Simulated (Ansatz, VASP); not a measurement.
# BiB3H12: VASP beside Ansatz

File INCAR:

```
PREC = Accurate
ENCUT = 520
EDIFF = 1E-6
ISMEAR = 0
SIGMA = 0.01
LREAL = Auto
LASPH = True
NELM = 60
ALGO = Normal
ISIF = 2
LWAVE = False
LCHARG = False
GGA = PE
NBANDS = 32
```

The input KPOINTS:

```
Automatic mesh
0
Gamma
  1 1 1
```

The input POSCAR:

```
BiB3H12
1.0
   14.2200000000      0.0000000000      0.0000000000
    0.0000000000     14.4600000000      0.0000000000
    0.0000000000      0.0000000000     10.7700000000
Bi B H
1 3 12
Direct
    0.4623579500      0.5014785600      0.5727734400
    0.6302594900      0.5006362400      0.5062312000
    0.3791490900      0.6448941900      0.5062339800
    0.3776652600      0.3589066400      0.5062330500
    0.6832784800      0.5057358200      0.4178273000
    0.6461258800      0.4401390000      0.5823788300
    0.5602594900      0.4755525600      0.4356963800
    0.6170492300      0.5781908700      0.5509730700
    0.3481483800      0.6874986200      0.4178300800
    0.4244929700      0.6886549100      0.5823816200
    0.4362384000      0.5978208900      0.4356982400
    0.3174564000      0.5948658400      0.5509758600
    0.3556455700      0.3112033200      0.4178291600
    0.3164557000      0.3756431500      0.5823806900
    0.3905745400      0.4310636200      0.4356973100
    0.4525682100      0.3313796700      0.5509730700
```

Input for Ansatz:

```yaml
crystal:
  lattice:
    - [14.22, 0.0, 0.0]
    - [0.0, 14.46, 0.0]
    - [0.0, 0.0, 10.77]
  atoms:
    - { symbol: Bi, position: [0.46235795, 0.50147856, 0.57277344] }
    - { symbol: B, position: [0.63025949, 0.50063624, 0.5062312] }
    - { symbol: H, position: [0.68327848, 0.50573582, 0.4178273] }
    - { symbol: H, position: [0.64612588, 0.440139, 0.58237883] }
    - { symbol: H, position: [0.56025949, 0.47555256, 0.43569638] }
    - { symbol: H, position: [0.61704923, 0.57819087, 0.55097307] }
    - { symbol: B, position: [0.37914909, 0.64489419, 0.50623398] }
    - { symbol: H, position: [0.34814838, 0.68749862, 0.41783008] }
    - { symbol: H, position: [0.42449297, 0.68865491, 0.58238162] }
    - { symbol: H, position: [0.4362384, 0.59782089, 0.43569824] }
    - { symbol: H, position: [0.3174564, 0.59486584, 0.55097586] }
    - { symbol: B, position: [0.37766526, 0.35890664, 0.50623305] }
    - { symbol: H, position: [0.35564557, 0.31120332, 0.41782916] }
    - { symbol: H, position: [0.3164557, 0.37564315, 0.58238069] }
    - { symbol: H, position: [0.39057454, 0.43106362, 0.43569731] }
    - { symbol: H, position: [0.45256821, 0.33137967, 0.55097307] }
basis:
  ecutwfc: 420
  ecutrho_ratio: 4
kpoints:
  mp_grid: { grid: [1, 1, 1] }
hamiltonian:
  xc: pbe
scf:
  occupations: { method: gaussian, width: 0.01 }
output:
  forces: true
  eigenvalues: true
  populations: true
```

Alike in both runs: task single point; functional PBE; k mesh 1 × 1 × 1; occupations gaussian, width 0.01 eV; no spin polarisation.

|  | VASP | Ansatz |
| --- | --- | --- |
| version | VASP 6.6.1 | Ansatz 0.2.0 |
| potentials or method | VASP PAW PBE potentials, release 64 (Bi_d, B, H), cutoff 520 eV | scalar-relativistic, plane waves, PAW |
| valence electrons in the cell | 36 | 36 |

VASP gave:

```
gap on the k mesh at the Fermi level (eV) : 4.47
rms of the force components (eV/Å)        : 0.098
```

Q: Which values does Ansatz return?

A: gap on the k mesh at the Fermi level (eV): 4.49; rms of the force components (eV/Å): 0.099.

The functional is the same, so the differences come from potentials, cutoffs and numerics.

Neither program's run includes spin-orbit coupling.
